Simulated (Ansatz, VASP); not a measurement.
# AlGaN2: VASP beside Ansatz

```
Al Ga N
1.0
     3.04665    0.00000    0.00000
     0.00000    3.04665    0.00000
     0.00000    0.00000    4.35748
Al Ga N
1 1 2
Direct
  0.50000 0.50000 0.50000
  0.00000 0.00000 0.00000
  0.50000 0.00000 0.73826
  0.00000 0.50000 0.26174
```

Change from the starting cell: strain -0.030 along x and y, -0.015 along z, atoms carried along.

Alike in both runs: task single point; functional r2SCAN; k mesh 8 × 8 × 6; occupations gaussian, width 0.05 eV; no spin polarisation.

```csv
,VASP,Ansatz
version,VASP 6.6.1,Ansatz 0.2.0
potentials or method,"VASP PAW PBE potentials, release 64 (Al, Ga_d, N_h), cutoff 1460 eV","scalar-relativistic, plane waves, PAW"
valence electrons in the cell,26,26
```

```csv
,VASP,Ansatz,Ansatz less VASP
gap on the k mesh at the Fermi level (eV),3.83,3.83,+0.006
least direct gap on the mesh (eV),3.93,3.92,-0.006
pressure (GPa),18.0,17.6,-0.39
"traceless stress, the component that is largest in VASP (GPa)",-1.47,-1.52,-0.045
rms of the force components (eV/Å),0.007,0.047,+0.0404
```

VASP's potentials were made for PBE, not for r2SCAN. Atom by atom the forces differ by 0.040 eV/Å (rms over components).
